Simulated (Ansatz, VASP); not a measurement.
## Two plane-wave programs on C

```
C
1.0
     2.47000    0.00000    0.00000
    -1.23500    2.13908    0.00000
     0.00000    0.00000    6.79000
C
4
Direct
  0.00000 0.00000 0.00000
  0.00000 0.00000 0.50000
  0.33333 0.66667 0.00500
  0.66667 0.33333 0.50500
```

Alike in both runs: task electric field gradients; functional PBE; k mesh 15 × 15 × 5; occupations fermi-dirac, width 0.05 eV; no spin polarisation.

```csv
,VASP,Ansatz
version,VASP 6.6.1,Ansatz 0.2.0
potentials or method,"VASP PAW PBE potentials, release 64 (C)","plane-wave PAW, scalar-relativistic"
plane-wave cutoff (eV),520,420
valence electrons in the cell,16,16
```

```tsv
	VASP	Ansatz	Ansatz less VASP
pressure (GPa)	0.0	-0.4	-0.44
traceless stress, the component that is largest in VASP (GPa)	2.76	3.28	+0.518
rms of the force components (eV/Å)	0.328	0.329	+0.0010
size of Vzz on the site where it differs most (V/Å²)	31.0	23.6	-7.39
```

Atom by atom the forces differ by 0.001 eV/Å (rms over components). With one functional, cell and mesh, what is left measures potentials, basis and numerics.
